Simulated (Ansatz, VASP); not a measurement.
# TiC: VASP beside Ansatz

```
Ti C
1.0
     0.00000    2.16426    2.16426
     2.16426    0.00000    2.16426
     2.16426    2.16426    0.00000
Ti C
1 1
Direct
  0.00000 0.00000 0.00000
  0.50000 0.50000 0.50000
```

Alike in both runs: functional r2SCAN; k mesh 13 × 13 × 13; occupations fermi-dirac, width 0.1 eV; no spin polarisation.

Ansatz relaxed the structure, and its values are those at the end. VASP's run is a single point on that final structure, the one shown.

```csv
,VASP,Ansatz
version,VASP 6.6.1,Ansatz 0.2.0
potentials or method,"VASP PAW PBE potentials, release 64 (Ti_sv, C), cutoff 520 eV",PAW plane waves
valence electrons in the cell,16,16
```

|  | VASP | Ansatz | Ansatz less VASP |
| --- | --- | --- | --- |
| gap on the k mesh at the Fermi level (eV) | none | none | - |
| pressure (GPa) | 0.8 | 0.0 | -0.82 |

VASP's potentials were made for PBE, not for r2SCAN. A gap of «none» marks a metal or a gap that the smearing closes.
